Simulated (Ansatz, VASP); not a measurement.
**Two plane-wave programs on KCl**

File INCAR:

```
SYSTEM = KCl
PREC = Accurate
ENCUT = 520
EDIFF = 1E-6
ISMEAR = 0
SIGMA = 0.05
LREAL = .False.
LASPH = .True.
NELM = 80
ALGO = Normal
ISIF = 2
LWAVE = .False.
LCHARG = .False.
GGA = PS
NBANDS = 15
```

The input KPOINTS:

```
regular mesh
0
Gamma
  6 6 6
  0 0 0
```

POSCAR

```
KCl
1.0
    3.6472362000      0.0000000000      0.0000000000
    0.0000000000      3.6472362000      0.0000000000
    0.0000000000      0.0000000000      3.9351759000
K Cl
1 1
Direct
    0.0000000000      0.0000000000      0.0000000000
    0.5000000000      0.5000000000      0.5000000000
```

Input for Ansatz:

```yaml
crystal:
  lattice:
    - [3.6472362, 0.0, 0.0]
    - [0.0, 3.6472362, 0.0]
    - [0.0, 0.0, 3.9351759]
  atoms:
    - { symbol: K, position: [0.0, 0.0, 0.0] }
    - { symbol: Cl, position: [0.5, 0.5, 0.5] }
basis:
  ecutwfc: 420
kpoints:
  mp_grid: { grid: [6, 6, 6] }
hamiltonian:
  xc: pbesol
scf:
  occupations: { method: gaussian, width: 0.05 }
output:
  forces: true
  stress: true
  eigenvalues: true
```

Change from the starting cell: strain -0.050 along x and y, +0.025 along z, atoms carried along.

Alike in both runs: task single point; functional PBEsol; k mesh 6 × 6 × 6; occupations gaussian, width 0.05 eV; no spin polarisation.

|  | VASP | Ansatz |
| --- | --- | --- |
| version | VASP 6.6.1 | Ansatz 0.2.0 |
| potentials or method | VASP PAW PBE potentials, release 64 (K_sv, Cl), cutoff 520 eV | scalar-relativistic, plane waves, PAW |
| valence electrons in the cell | 16 | 16 |

VASP gave:

| Property | Result |
| --- | --- |
| gap on the k mesh at the Fermi level (eV) | 4.71 |
| least direct gap on the mesh (eV) | 4.92 |
| pressure (GPa) | 0.0 |
| traceless stress, the component that is largest in VASP (GPa) | -2.32 |

What did Ansatz give for the same quantities?

gap on the k mesh at the Fermi level (eV): 4.71; least direct gap on the mesh (eV): 4.92; pressure (GPa): 0.0; traceless stress, the component that is largest in VASP (GPa): -2.33.

VASP's potentials were made for PBE, not for PBEsol. The functional is the same, so the differences come from potentials, cutoffs and numerics.
